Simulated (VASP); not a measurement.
SnGe2, 12 atoms in the cell. It takes space group I4/mcm (No. 140, tetragonal). The conventional cell has a = 5.869 Å, b = 5.869 Å, c = 8.121 Å, α = 90.00°, β = 90.00°, γ = 90.00°. Within 3.9 Å of Sn (site symmetry 422) lie 8 Ge at 3.00 Å. Within 3.5 Å of Ge (site symmetry m2m) lie 5 Ge at 2.66 to 3.12 Å and 4 Sn at 3.00 Å. 

* Program: VASP 6.6.1
* Task: single point
* Functional: PBE
* Potentials or basis: VASP PAW PBE potentials, release 64 (Sn_d, Ge_d)
* Cutoff: 520 eV
* k mesh: 6 × 6 × 6
* Occupations: gaussian, width 0.1 eV
* Spin: no spin polarisation
* Dipole correction: no
* Further INCAR settings: ALGO = Fast; EDIFF = 1e-06; NBANDS = 96

Potentials or basis: VASP PAW PBE potentials, release 64 (Sn_d, Ge_d).

Command:

```sh
$ cat potpaw_PBE.64/Sn_d/POTCAR potpaw_PBE.64/Ge_d/POTCAR > POTCAR
$ mpirun -np 1 vasp_std > vasp.out
```

Hardware: 1 thread of Oxide Virtual Turin-like Processor, with other jobs on the host.

Q: Estimate the wall time of this run.

A: It took 48 min on 1 thread of Oxide Virtual Turin-like Processor, with other jobs on the host, peak memory 0.83 GiB. Counts: scf iterations 22, k points 40.
